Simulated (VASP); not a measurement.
# CaO (Fm-3m) in VASP: a series of runs, part 2 of 4

VASP 6.6.1. The steps go on from the part before.

### Step 3. Electric field gradients, PBE

INCAR

```
SYSTEM = CaO
ALGO = Normal
EDIFF = 1E-8
ENCUT = 520
GGA = PE
ISIF = 2
ISMEAR = -1
LASPH = .TRUE.
LCHARG = .FALSE.
LEFG = .TRUE.
LREAL = .FALSE.
LWAVE = .FALSE.
NBANDS = 15
NELM = 60
PREC = Accurate
SIGMA = 0.02
```

KPOINTS

```
k-points
0
G
  11 11 11
  0 0 0
```

POSCAR

```
CaO
1.0
    0.0000000000      2.4490000000      2.4490000000
    2.4490000000      0.0000000000      2.4490000000
    2.4490000000      2.4490000000      0.0000000000
Ca O
1 1
Direct
    0.0000000000      0.0000000000      0.0000000000
    0.5000000000      0.5000000000      0.5000000000
```

Potentials or basis: VASP PAW PBE potentials, release 64 (Ca_sv, O).

The run is started by

```sh
$ cat potpaw_PBE.64/Ca_sv/POTCAR potpaw_PBE.64/O/POTCAR > POTCAR
$ mpirun -np 1 vasp_std > vasp.out
```

OUTCAR:

```text
SYSTEM = CaO
   EDIFF = 1E-8
   ENCUT = 520
   GGA = PE
   ISIF = 2
   ISMEAR = -1
   LASPH = .TRUE.
   LREAL = .FALSE.
   NELM = 60
   PREC = Accurate

 ion  position               nearest neighbor table
   1  0.000  0.000  0.000-   2 2.45   2 2.45   2 2.45   2 2.45   2 2.45   2 2.45
   2  0.500  0.500  0.500-   1 2.45   1 2.45   1 2.45   1 2.45   1 2.45   1 2.45

  LATTYP: Found a face centered cubic cell.
 ALAT       =     4.8980000000

  Lattice vectors:

 A1 = (   0.0000000000,   2.4490000000,   2.4490000000)
 A2 = (   2.4490000000,   0.0000000000,   2.4490000000)
 A3 = (   2.4490000000,   2.4490000000,   0.0000000000)

Analysis of symmetry for initial positions (statically):
=====================================================================
 Subroutine PRICEL returns:
 Original cell was already a primitive cell.

 Routine SETGRP: Setting up the symmetry group for a
 face centered cubic supercell.

 Subroutine GETGRP returns: Found 48 space group operations
 (whereof 48 operations were pure point group operations)
 out of a pool of 48 trial point group operations.

The static configuration has the point symmetry O_h .

Analysis of symmetry for dynamics (positions and initial velocities):
=====================================================================
 Subroutine PRICEL returns:
 Original cell was already a primitive cell.

 Routine SETGRP: Setting up the symmetry group for a
 face centered cubic supercell.

 Subroutine GETGRP returns: Found 48 space group operations
 (whereof 48 operations were pure point group operations)
 out of a pool of 48 trial point group operations.

The dynamic configuration has the point symmetry O_h .

 Subroutine INISYM returns: Found 48 space group operations
 (whereof 48 operations are pure point group operations),
 and found     1 'primitive' translations

----------------------------------------------------------------------------------------

                                     Primitive cell

  volume of cell :      29.3762

  direct lattice vectors                    reciprocal lattice vectors
     0.000000000  2.449000000  2.449000000    -0.204164965  0.204164965  0.204164965
     2.449000000  0.000000000  2.449000000     0.204164965 -0.204164965  0.204164965
     2.449000000  2.449000000  0.000000000     0.204164965  0.204164965 -0.204164965

  length of vectors
     3.463409014  3.463409014  3.463409014     0.353624093  0.353624093  0.353624093

  position of ions in fractional coordinates (direct lattice)
     0.000000000  0.000000000  0.000000000
     0.500000000  0.500000000  0.500000000

  ion indices of the primitive-cell ions
   primitive index   ion index
                 1           1
                 2           2

----------------------------------------------------------------------------------------

 KPOINTS: k-points

Automatic generation of k-mesh.
 Grid dimensions read from file:
 generate k-points for:   11   11   11

[... 81 lines left out ...]
   IMIX   =      4    mixing-type and parameters
     AMIX     =   0.40;   BMIX     =  1.00
     AMIX_MAG =   1.60;   BMIX_MAG =  1.00
  volume/ion in A,a.u.               =      14.69        99.12
  Fermi-wavevector in a.u.,A,eV,Ry     =   1.336953  2.526474 24.319632  1.787443
  Thomas-Fermi vector in A             =   2.465539
   LORBIT       =      0    0 simple, 1 ext, 2 COOP (PROOUT), +10 PAW based schemes
   GGA     = PE    functional components
   LHFCALC =     F    Hartree Fock is set to
   AEXX    =    0.0000 exact exchange contribution
   IVDW    =     0    specifies the selected vdW correction
   LEPSILON=     F    determine dielectric tensor
   LRPA    =     F    only Hartree local field effects (RPA)
 non-spin polarized calculation
  energy-cutoff  :      520.00
  volume of cell :       29.38
 maximum number of plane-waves:       817
 NGX is ok and might be reduce to    28
   NGX = 13   NGY = 13   NGZ = 13

 number of electron      16.0000005 magnetization

 Free energy of the ion-electron system (eV)
  ---------------------------------------------------
  ext. energy  EPLUGINS =         0.00000000
  ---------------------------------------------------
  free energy    TOTEN  =       -12.79489580 eV

  energy without entropy =      -12.79489580  energy(sigma->0) =      -12.79489580

 E-fermi :   2.4662     XC(G=0): -10.2030

 val. band max:        2.0381399436   @ k =   0.0000   0.0000   0.0000
 cond. band min:       5.7187452348   @ k =   0.4545   0.4545   0.0000
 fundamental gap:      3.6806052912
 Fermi energy:         2.4662347951

 k-point     1 :       0.0000    0.0000    0.0000
  band No.  band energies     occupation
      1     -35.8356      2.00000
      2     -16.6359      2.00000
      3     -16.6359      2.00000
      4     -16.6359      2.00000
      5     -13.3854      2.00000
      6       2.0381      2.00000
      7       2.0381      2.00000
      8       2.0381      2.00000
      9       6.3073      0.00000
     10       8.1201      0.00000
     11       8.1201      0.00000
     12       8.1201      0.00000
     13       9.5277      0.00000
     14       9.5277      0.00000
[... 401 lines left out ...]
      2     -17.1626      2.00000
      3     -16.7567      2.00000
      4     -16.6524      2.00000
      5     -12.7779      2.00000
      6       0.3555      2.00000
      7       1.2131      2.00000
      8       1.5281      2.00000
      9       7.9664      0.00000
     10       8.5849      0.00000
     11       8.9907      0.00000
     12       9.7325      0.00000
     13      10.8999      0.00000
     14      11.2920      0.00000
     15      17.5807      0.00000

 [... further k-points ...]

------------------------ aborting loop because EDIFF is reached ----------------------------------------

  FORCE on cell =-STRESS in cart. coord.  units (eV):
  Direction    XX          YY          ZZ          XY          YZ          ZX
  --------------------------------------------------------------------------------------
  -------------------------------------------------------------------------------------
  Total       -0.6480860     -0.6480860     -0.6480860      0.0000000     -0.0000000      0.0000000
  in kB      -35.3465385    -35.3465385    -35.3465385      0.0000000     -0.0000000      0.0000000
  external PRESSURE =     -35.3465385 kB  Pullay stress =       0.0000000 kB

 VOLUME and BASIS-vectors are now :
 -----------------------------------------------------------------------------
  energy-cutoff  :      520.00
  volume of cell :       29.38
      direct lattice vectors                 reciprocal lattice vectors
     0.000000000  2.449000000  2.449000000    -0.204164965  0.204164965  0.204164965
     2.449000000  0.000000000  2.449000000     0.204164965 -0.204164965  0.204164965
     2.449000000  2.449000000  0.000000000     0.204164965  0.204164965 -0.204164965

 POSITION                                       TOTAL-FORCE (eV/Angst)
 -----------------------------------------------------------------------------------
      0.00000      0.00000      0.00000        -0.000000      0.000000     -0.000000
      2.44900      2.44900      2.44900         0.000000     -0.000000      0.000000
 -----------------------------------------------------------------------------------
    total drift:                                0.000000      0.000000      0.000000

  FREE ENERGIE OF THE ION-ELECTRON SYSTEM (eV)
  ---------------------------------------------------
  free  energy   TOTEN  =       -12.7948957997 eV

  energy  without entropy=      -12.7948957997  energy(sigma->0) =      -12.79489580

 Electric field gradients (V/A^2)
---------------------------------------------------------------------
 ion       V_xx      V_yy      V_zz      V_xy      V_xz      V_yz
---------------------------------------------------------------------
   1      -0.000     0.000     0.000    -0.000    -0.000    -0.000
   2       0.000    -0.000     0.000    -0.002    -0.002    -0.002
---------------------------------------------------------------------

 Electric field gradients after diagonalization (V/A^2)
 (convention: |V_zz| > |V_xx| > |V_yy|)
----------------------------------------------------------------------
 ion       V_xx      V_yy      V_zz     asymmetry (V_yy - V_xx)/ V_zz
----------------------------------------------------------------------
   1       0.000     0.000    -0.000       0.000
   2       0.002     0.002    -0.004       0.000
----------------------------------------------------------------------

           NMR quadrupolar parameters

 Cq : quadrupolar parameter    Cq=e*Q*V_zz/h
 eta: asymmetry parameters     (V_yy - V_xx)/ V_zz
 Q  : nuclear electric quadrupole moment in mb (millibarn)
----------------------------------------------------------------------
 ion       Cq(MHz)       eta       Q (mb)
----------------------------------------------------------------------
   1      -0.000       0.000       1.000
   2      -0.000       0.000       1.000
----------------------------------------------------------------------
```

OSZICAR:

```text
N       E                     dE             d eps       ncg     rms          rms(c)
DAV:   1     0.123883705849E+03    0.12388E+03   -0.82651E+03  1680   0.108E+03
DAV:   2    -0.894182686124E+01   -0.13283E+03   -0.12348E+03  2094   0.285E+02
DAV:   3    -0.143493665543E+02   -0.54075E+01   -0.53671E+01  1995   0.597E+01
DAV:   4    -0.145053640794E+02   -0.15600E+00   -0.15591E+00  2374   0.900E+00
DAV:   5    -0.145069482000E+02   -0.15841E-02   -0.15841E-02  2011   0.846E-01    0.857E+00
DAV:   6    -0.128864755632E+02    0.16205E+01   -0.53663E+00  1855   0.219E+01    0.377E+00
DAV:   7    -0.127982528601E+02    0.88223E-01   -0.42993E-01  1841   0.662E+00    0.182E+00
DAV:   8    -0.127953899631E+02    0.28629E-02   -0.78080E-02  2156   0.302E+00    0.404E-01
DAV:   9    -0.127942023533E+02    0.11876E-02   -0.41612E-03  1722   0.530E-01    0.114E-01
DAV:  10    -0.127949208902E+02   -0.71854E-03   -0.80057E-04  2079   0.248E-01    0.512E-02
DAV:  11    -0.127948953029E+02    0.25587E-04   -0.44419E-05  2062   0.821E-02    0.561E-03
DAV:  12    -0.127948957139E+02   -0.41095E-06   -0.86181E-06  1918   0.249E-02    0.487E-03
DAV:  13    -0.127948957732E+02   -0.59290E-07   -0.37512E-07  2169   0.733E-03    0.894E-04
DAV:  14    -0.127948958179E+02   -0.44763E-07   -0.72849E-08  2557   0.247E-03    0.207E-04
DAV:  15    -0.127948958020E+02    0.15967E-07   -0.28131E-09  1183   0.500E-04    0.170E-04
DAV:  16    -0.127948957997E+02    0.23069E-08   -0.13083E-09   952   0.332E-04
   1 F= -.12794896E+02 E0= -.12794896E+02  d E =-.124034E-11
```

Run time: 52 s. Hardware: 1 thread of Intel Xeon 8259CL, shared host; peak memory 0.17 GiB.

What came out:

* Free energy: -12.7949 eV
* Pressure: -3.5 GPa
* Band gap on the k mesh: 3.68 eV, indirect (least direct gap 4.06 eV)

Levels at points of the mesh, in eV from the valence-band top:
| k point | band 5 | band 6 | band 7 | band 8 | band 9 | band 10 | band 11 | band 12 |
| --- | --- | --- | --- | --- | --- | --- | --- | --- |
| (0.00, 0.00, 0.00) | -15.42 | 0.00 | 0.00 | 0.00 | 4.27 | 6.08 | 6.08 | 6.08 |

Caveat: without QUAD_EFG the Cq values of the log hold for a quadrupole moment of 1 mb, not for the nuclei. A k mesh can miss the band edges.

(Continued in part 3 of 4.)
